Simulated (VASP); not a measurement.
Write the native input for VASP 6.6.1 that does the following.

| Quantity | Value |
| --- | --- |
| Task | single point |
| Functional | PBEsol |
| Potentials or basis | VASP PAW PBE potentials, release 64 (Si) |
| Cutoff | 520 eV |
| k mesh | 9 × 9 × 6 |
| Occupations | gaussian, width 0.01 eV |
| Spin | no spin polarisation |
| Dipole correction | no |
| Further INCAR settings | ALGO = Normal; EDIFF = 1e-06; NBANDS = 16 |

The structure of Si lies in POSCAR:

```
Si
1.0
    3.8438634368      0.0000000000      0.0000000000
   -1.9219317184      3.3288833850      0.0000000000
    0.0000000000      0.0000000000      6.3125608174
Si
4
Direct
    0.3333333333      0.6666666667     -0.0004615456
    0.6666666667      0.3333333333      0.4995384544
    0.3333333333      0.6666666667      0.3744615456
    0.6666666667      0.3333333333      0.8744615456
```

The input as run:

INCAR

```
SYSTEM = Si
PREC     = Accurate       ! precision mode
ENCUT    = 520            ! plane-wave cutoff, eV
EDIFF    = 1E-6           ! SCF threshold, eV
ISMEAR   = 0              ! smearing method
SIGMA    = 0.01           ! smearing width, eV
LREAL    = .FALSE.        ! projectors in reciprocal space
LASPH    = .TRUE.         ! aspherical terms in the spheres
NELM     = 80             ! most SCF steps
ALGO     = Normal         ! electronic algorithm
ISIF     = 2              ! what is computed and relaxed
LWAVE    = .FALSE.        ! write WAVECAR
LCHARG   = .FALSE.        ! write CHGCAR
GGA      = PS             ! functional
NBANDS   = 16             ! bands
```

KPOINTS

```
regular mesh
0
G
  9 9 6
  0 0 0
```

Potentials or basis: VASP PAW PBE potentials, release 64 (Si).

Launch:

```bash
$ cat potpaw_PBE.64/Si/POTCAR > POTCAR
$ mpirun -np 1 vasp_std > vasp.out
```

Results of the run:

| Item | Value |
| --- | --- |
| Pressure | -0.6 GPa |
| Band gap on the k mesh | 0.33 eV, indirect (least direct gap 0.88 eV) |

Caveat: the PAW data sets were made with another functional, which shifts forces and pressure a little.

It took 28 s on 1 thread of AMD EPYC 9R45 96-Core Processor (Zen 5), on a shared host, peak memory 0.17 GiB.
